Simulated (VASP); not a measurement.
# Bi2Te3 (R-3m) in VASP: electric field gradients with LDA

Aim: the electric field gradients of Bi2Te3 with LDA.

All numbers are computed with VASP 6.6.1; they aren't measurements. Logs are shortened: lines on timing, memory, paths and dates and some standing lists are left out, and cuts for length are marked.

### 1 The cell of the first run

The structure is trigonal, space group R-3m (No. 166). The conventional cell has a = 4.386 Å, b = 4.386 Å, c = 30.497 Å, α = 90.00°, β = 90.00°, γ = 120.00°. Within 4.0 Å of Bi (site symmetry 3m) lie 6 Te at 3.07 to 3.25 Å. Within 4.6 Å of Te (site symmetry -3m) lie 6 Bi at 3.25 Å and 12 Te at 4.39 to 4.55 Å. Te (site symmetry 3m) has 3 Bi at 3.07 Å and 3 Te at 3.64 Å within 4.0 Å.

### 2 Electric field gradients, LDA

Contents of INCAR:

```
PREC     = Accurate       # precision mode
ENCUT    = 520            # plane-wave cutoff, eV
EDIFF    = 1E-8           # SCF threshold, eV
ISMEAR   = 0              # smearing method
SIGMA    = 0.01           # smearing width, eV
LREAL    = F              # projectors in reciprocal space
LASPH    = T              # aspherical terms in the spheres
NELM     = 80             # most SCF steps
ALGO     = Normal         # electronic algorithm
ISIF     = 2              # what is computed and relaxed
LWAVE    = F              # write WAVECAR
LCHARG   = F              # write CHGCAR
LEFG     = T            
NBANDS   = 32             # bands
```

Contents of KPOINTS:

```
Automatic mesh
0
Gamma
  6 6 6
```

Contents of POSCAR:

```
Bi2Te3
1.0
    2.1930000000      1.2661290000     10.1656670000
   -2.1930000000      1.2661290000     10.1656670000
    0.0000000000     -2.5322580000     10.1656670000
Bi Te
2 3
Direct
    0.4000000000      0.4000000000      0.4000000000
    0.6000000000      0.6000000000      0.6000000000
    0.0000000000      0.0000000000      0.0000000000
    0.2095000000      0.2095000000      0.2095000000
    0.7905000000      0.7905000000      0.7905000000
```

Potentials or basis: VASP PAW LDA potentials, release 64 (Bi_d, Te).

Launch:

```bash
$ cat potpaw_LDA.64/Bi_d/POTCAR potpaw_LDA.64/Te/POTCAR > POTCAR
$ mpirun -np 1 vasp_std > vasp.out
```

OUTCAR:

```text
PREC = Accurate
   ENCUT = 520
   EDIFF = 1E-8
   ISMEAR = 0
   LREAL = F
   LASPH = T
   NELM = 80
   ISIF = 2

 ion  position               nearest neighbor table
   1  0.400  0.400  0.400-   5 3.07   5 3.07   5 3.07   3 3.25   3 3.25   3 3.25
   2  0.600  0.600  0.600-   4 3.07   4 3.07   4 3.07   3 3.25   3 3.25   3 3.25
   3  0.000  0.000  0.000-   2 3.25   1 3.25   2 3.25   2 3.25   1 3.25   1 3.25
   4  0.209  0.209  0.209-   2 3.07   2 3.07   2 3.07   5 3.64   5 3.64   5 3.64
   5  0.791  0.791  0.791-   1 3.07   1 3.07   1 3.07   4 3.64   4 3.64   4 3.64

  LATTYP: Found a trigonal (rhomboedric) cell.
 ALAT       =    10.4763121946
 COS(alpha) =     0.9123624163

  Lattice vectors:

 A1 = (   2.1930000000,   1.2661290000,  10.1656670000)
 A2 = (  -2.1930000000,   1.2661290000,  10.1656670000)
 A3 = (   0.0000000000,  -2.5322580000,  10.1656670000)

Analysis of symmetry for initial positions (statically):
=====================================================================
 Subroutine PRICEL returns:
 Original cell was already a primitive cell.

 Routine SETGRP: Setting up the symmetry group for a
 trigonal (rhombohedral) supercell.

 Subroutine GETGRP returns: Found 12 space group operations
 (whereof 12 operations were pure point group operations)
 out of a pool of 12 trial point group operations.

The static configuration has the point symmetry D_3d.

Analysis of symmetry for dynamics (positions and initial velocities):
=====================================================================
 Subroutine PRICEL returns:
 Original cell was already a primitive cell.

 Routine SETGRP: Setting up the symmetry group for a
 trigonal (rhombohedral) supercell.

 Subroutine GETGRP returns: Found 12 space group operations
 (whereof 12 operations were pure point group operations)
 out of a pool of 12 trial point group operations.

The dynamic configuration has the point symmetry D_3d.

 Subroutine INISYM returns: Found 12 space group operations
 (whereof 12 operations are pure point group operations),
 and found     1 'primitive' translations

----------------------------------------------------------------------------------------

                                     Primitive cell

  volume of cell :     169.3572

  direct lattice vectors                    reciprocal lattice vectors
     2.193000000  1.266129000 10.165667000     0.227998176  0.131634823  0.032790109
    -2.193000000  1.266129000 10.165667000    -0.227998176  0.131634823  0.032790109
     0.000000000 -2.532258000 10.165667000     0.000000000 -0.263269646  0.032790109

  length of vectors
    10.476312195 10.476312195 10.476312144     0.265303762  0.265303762  0.265303784

  position of ions in fractional coordinates (direct lattice)
     0.400000000  0.400000000  0.400000000
     0.600000000  0.600000000  0.600000000
     0.000000000  0.000000000  0.000000000
     0.209500000  0.209500000  0.209500000
     0.790500000  0.790500000  0.790500000

  ion indices of the primitive-cell ions
   primitive index   ion index
                 1           1
                 2           2
                 3           3
                 4           4
                 5           5

----------------------------------------------------------------------------------------

 KPOINTS: Automatic mesh

Automatic generation of k-mesh.
 Grid dimensions read from file:
 generate k-points for:    6    6    6

 Generating k-lattice:

  Cartesian coordinates                     Fractional coordinates (reciprocal lattice)
     0.037999696  0.021939137  0.005465018     0.166666667  0.000000000  0.000000000
    -0.037999696  0.021939137  0.005465018     0.000000000  0.166666667  0.000000000
     0.000000000 -0.043878274  0.005465018     0.000000000  0.000000000  0.166666667

[... 47 lines left out ...]
   PREC   = accura    normal or accurate (medium, high low for compatibility)
   ISTART =      0    job   : 0-new  1-cont  2-samecut
   ICHARG =      2    charge: 1-file 2-atom 10-const
   ISPIN  =      1    spin polarized calculation?
   LNONCOLLINEAR =      F non collinear calculations
   LSORBIT =      F    spin-orbit coupling
   LASPH  =      T    aspherical Exc in radial PAW
   ENCUT  =  520.0 eV  38.22 Ry    6.18 a.u.  19.48 19.48 19.48*2*pi/ulx,y,z
   NELM   =     80;   NELMIN=  2; NELMDL= -5     # of ELM steps
   EDIFF  = 0.1E-07   stopping-criterion for ELM
   LREAL  =      F    real-space projection
   EDIFFG = 0.1E-06   stopping-criterion for IOM
   NSW    =      0    number of steps for IOM
   IBRION =     -1    ionic relax: 0-MD 1-quasi-New 2-CG
   NFREE  =      0    steps in history (QN), initial steepest desc. (CG)
   ISIF   =      2    stress and relaxation
   ISYM   =      2    0-nonsym 1-usesym 2-fastsym
   POTIM  = 0.5000    time-step for ionic-motion
   TEBEG  =    0.0;   TEEND  =   0.0 temperature during run
   PSTRESS=    0.0 pullay stress
   NELECT =      48.0000    total number of electrons
   NUPDOWN=      -1.0000    fix difference up-down
   EMIN   =  10.00;   EMAX   =-10.00  energy-range for DOS
   EFERMI =   0.00;   METHOD = LEGACY
   ISMEAR =     0;   SIGMA  =   0.01  broadening in eV -4-tet -1-fermi 0-gaus
   EFERMI_NEDOS =   21; number of points for ismear=-14 and -15
   IALGO  =     38    algorithm
   IMIX   =      4    mixing-type and parameters
     AMIX     =   0.40;   BMIX     =  1.00
     AMIX_MAG =   1.60;   BMIX_MAG =  1.00
  volume/ion in A,a.u.               =      33.87       228.58
  Fermi-wavevector in a.u.,A,eV,Ry     =   1.075360  2.032136 15.733774  1.156400
  Thomas-Fermi vector in A             =   2.211215
   LORBIT       =      0    0 simple, 1 ext, 2 COOP (PROOUT), +10 PAW based schemes
   GGA     = CA    functional components
   LHFCALC =     F    Hartree Fock is set to
   AEXX    =    0.0000 exact exchange contribution
   IVDW    =     0    specifies the selected vdW correction
   LEPSILON=     F    determine dielectric tensor
   LRPA    =     F    only Hartree local field effects (RPA)
 non-spin polarized calculation
 Gauss-broadening in eV      SIGMA  =   0.01
  energy-cutoff  :      520.00
  volume of cell :      169.36
 maximum number of plane-waves:      4580
 NGX is ok and might be reduce to    80
   NGX = 39   NGY = 39   NGZ = 39

 number of electron      48.0000004 magnetization

 Free energy of the ion-electron system (eV)
  ---------------------------------------------------
  ext. energy  EPLUGINS =         0.00000000
  ---------------------------------------------------
  free energy    TOTEN  =       -21.57705934 eV

  energy without entropy =      -21.57705934  energy(sigma->0) =      -21.57705934

 E-fermi :   6.1249     XC(G=0):  -9.5807

 val. band max:        6.0274092990   @ k =   0.0000   0.0000   0.0000
 cond. band min:       6.2248838453   @ k =   0.0000   0.0000   0.0000
 fundamental gap:      0.1974745463
 Fermi energy:         6.1249135000

 k-point     1 :       0.0000    0.0000    0.0000
  band No.  band energies     occupation
      1     -17.1111      2.00000
      2     -17.1111      2.00000
      3     -17.1096      2.00000
      4     -17.1096      2.00000
      5     -17.0981      2.00000
      6     -17.0968      2.00000
[... 829 lines left out ...]
     31      10.6443      0.00000
     32      11.2762      0.00000

 [... further k-points ...]

------------------------ aborting loop because EDIFF is reached ----------------------------------------

  FORCE on cell =-STRESS in cart. coord.  units (eV):
  Direction    XX          YY          ZZ          XY          YZ          ZX
  --------------------------------------------------------------------------------------
  -------------------------------------------------------------------------------------
  Total       -1.6019635     -1.6019632     -2.0629888      0.0000000      0.0000000      0.0000000
  in kB      -15.1551238    -15.1551205    -19.5165813      0.0000000      0.0000000      0.0000000
  external PRESSURE =     -16.6089419 kB  Pullay stress =       0.0000000 kB

 VOLUME and BASIS-vectors are now :
 -----------------------------------------------------------------------------
  energy-cutoff  :      520.00
  volume of cell :      169.36
      direct lattice vectors                 reciprocal lattice vectors
     2.193000000  1.266129000 10.165667000     0.227998176  0.131634823  0.032790109
    -2.193000000  1.266129000 10.165667000    -0.227998176  0.131634823  0.032790109
     0.000000000 -2.532258000 10.165667000     0.000000000 -0.263269646  0.032790109

 POSITION                                       TOTAL-FORCE (eV/Angst)
 -----------------------------------------------------------------------------------
      0.00000      0.00000     12.19880         0.000000      0.000000      0.048180
      0.00000      0.00000     18.29820         0.000000     -0.000000     -0.048180
      0.00000      0.00000      0.00000         0.000000      0.000000      0.000000
      0.00000      0.00000      6.38912         0.000000      0.000000      0.149847
      0.00000      0.00000     24.10788         0.000000      0.000000     -0.149847
 -----------------------------------------------------------------------------------
    total drift:                               -0.000000     -0.000000     -0.000000

  FREE ENERGIE OF THE ION-ELECTRON SYSTEM (eV)
  ---------------------------------------------------
  free  energy   TOTEN  =       -21.5770593428 eV

  energy  without entropy=      -21.5770593428  energy(sigma->0) =      -21.57705934

 Electric field gradients (V/A^2)
---------------------------------------------------------------------
 ion       V_xx      V_yy      V_zz      V_xy      V_xz      V_yz
---------------------------------------------------------------------
   1     -12.046   -12.044    24.090     0.000     0.000     0.000
   2     -12.046   -12.044    24.090     0.000    -0.000     0.000
   3     -47.644   -47.643    95.287     0.000    -0.000     0.000
   4      -6.719    -6.719    13.438    -0.000    -0.000     0.000
   5      -6.719    -6.719    13.438    -0.000    -0.000     0.000
---------------------------------------------------------------------

 Electric field gradients after diagonalization (V/A^2)
 (convention: |V_zz| > |V_xx| > |V_yy|)
----------------------------------------------------------------------
 ion       V_xx      V_yy      V_zz     asymmetry (V_yy - V_xx)/ V_zz
----------------------------------------------------------------------
   1     -12.046   -12.044    24.090       0.000
   2     -12.046   -12.044    24.090       0.000
   3     -47.644   -47.643    95.287       0.000
   4      -6.719    -6.719    13.438       0.000
   5      -6.719    -6.719    13.438       0.000
----------------------------------------------------------------------

           NMR quadrupolar parameters

 Cq : quadrupolar parameter    Cq=e*Q*V_zz/h
 eta: asymmetry parameters     (V_yy - V_xx)/ V_zz
 Q  : nuclear electric quadrupole moment in mb (millibarn)
----------------------------------------------------------------------
 ion       Cq(MHz)       eta       Q (mb)
----------------------------------------------------------------------
   1       0.058       0.000       1.000
   2       0.058       0.000       1.000
   3       0.230       0.000       1.000
   4       0.032       0.000       1.000
   5       0.032       0.000       1.000
----------------------------------------------------------------------
```

Run time: 18 min. Hardware: 1 thread of Intel Xeon Platinum 8375C at 2.90GHz (Ice Lake), shared host; peak memory 0.73 GiB.

Results:

| Quantity | Value |
| --- | --- |
| Free energy | -21.5771 eV |
| Pressure | -1.7 GPa |
| Largest force | 0.150 eV/Å |
| Band gap on the k mesh | 0.20 eV |
| Largest electric field gradient by atom | Bi +24.1; Te +95.3, +13.4 (each value once) V/Å² |

Forces in eV/Å, atoms in the order of the input:
```
Bi   0.000  0.000  0.048
Bi   0.000  0.000 -0.048
Te   0.000  0.000  0.000
Te   0.000  0.000  0.150
Te   0.000  0.000 -0.150
```

Stress tensor (GPa, compression positive):
```
-1.52  0.00  0.00
 0.00 -1.52  0.00
 0.00  0.00 -1.95
```

Levels at points of the mesh, in eV from the valence-band top:
```tsv
k point	band 21	band 22	band 23	band 24	band 25	band 26	band 27	band 28
(0.00, 0.00, 0.00)	-1.71	-0.85	-0.85	0.00	0.20	0.61	0.61	1.91
(0.50, 0.00, 0.00)	-2.91	-2.42	-0.90	-0.50	0.50	1.02	2.70	2.72
(0.50, 0.50, 0.00)	-2.01	-1.84	-1.54	-0.95	0.80	1.47	2.02	2.59
(0.50, 0.50, 0.50)	-1.42	-1.14	-1.14	-0.47	0.79	1.10	1.10	1.60
```

Electric field gradients, principal values (V/Å²):
```tsv
atom	least	middle	greatest (by size)
1 Bi	-12.044	-12.046	24.090
2 Bi	-12.044	-12.046	24.090
3 Te	-47.643	-47.644	95.287
4 Te	-6.719	-6.719	13.438
5 Te	-6.719	-6.719	13.438
```

Caveat: without QUAD_EFG the Cq values of the log hold for a quadrupole moment of 1 mb, not for the nuclei; spin-orbit coupling is left out, which moves the levels of the heavy elements.
